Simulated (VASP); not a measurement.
Input of a VASP 6.6.1 run:

INCAR

```
SYSTEM = PtS2
PREC = Accurate ; ENCUT = 520
EDIFF = 1E-6 ; ISMEAR = 0
SIGMA = 0.05 ; LREAL = .False.
LASPH = .True. ; NELM = 100
ALGO = Normal ; ISIF = 2
LWAVE = .False. ; LCHARG = .False.
GGA = PS ; NBANDS = 18
```

Contents of KPOINTS:

```
Automatic mesh
0
Gamma
  12 12 8
  0 0 0
```

File POSCAR:

```
PtS2
1.0
    3.5917424871      0.0000000000      0.0000000000
   -1.7958712435      3.1105402376      0.0000000000
    0.0000000000      0.0000000000      4.9035199064
Pt S
1 2
Direct
    0.0000000000      0.0000000000      0.0000000000
    0.3333333333      0.6666666667      0.2500000000
    0.6666666667      0.3333333333      0.7500000000
```

Potentials or basis: VASP PAW PBE potentials, release 64 (Pt, S).

The run is started by

```bash
$ cat potpaw_PBE.64/Pt/POTCAR potpaw_PBE.64/S/POTCAR > POTCAR
$ mpirun -np 1 vasp_std > vasp.out
```

(1) Estimate the band gap on the k mesh.

(2) What does it give for the largest force?

Results:

(1) 0.33 eV, indirect (least direct gap 0.66 eV).

(2) 0.483 eV/Å.

Caveat: the PAW data sets were made with another functional, which shifts forces and pressure a little; spin-orbit coupling is left out, which moves the levels of the heavy elements.
